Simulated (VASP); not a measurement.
Crystal: SrTiO3.

```
Sr Ti O
1.0
     3.71893    0.00000    0.00000
     0.00000    3.71893    0.00000
     0.00000    0.00000    4.03910
Sr Ti O
1 1 3
Direct
  0.00000 0.00000 0.00000
  0.50000 0.50000 0.50000
  0.50000 0.00000 0.50000
  0.50000 0.50000 0.00000
  0.00000 0.50000 0.50000
```

This cell differs from its parent crystal: epitaxial xy strain -4.8%.

Base run:

```yaml
Program: VASP 6.6.1
Functional: r2SCAN
Potentials_or_basis: VASP PAW PBE potentials, release 64 (Sr_sv, Ti_sv, O)
Cutoff: 520 eV
k_mesh: 6 × 6 × 6
Occupations: gaussian, width 0.01 eV
Spin: no spin polarisation
```

Its results: band gap on the k mesh 2.23 eV, indirect (least direct gap 2.68 eV); pressure 17.7 GPa.

**Question.** The run is repeated on the same cell with these changes: functional from r2SCAN to PBE; occupations from gaussian, width 0.01 eV to fermi-dirac, width 0.02 eV. What comes out?

**Answer.** Band gap on the k mesh 1.78 eV, indirect (least direct gap 2.20 eV); pressure 21.2 GPa.

Caveats: the PAW data sets were made with another functional, which shifts forces and pressure a little (some runs).

A k mesh can miss the band edges.
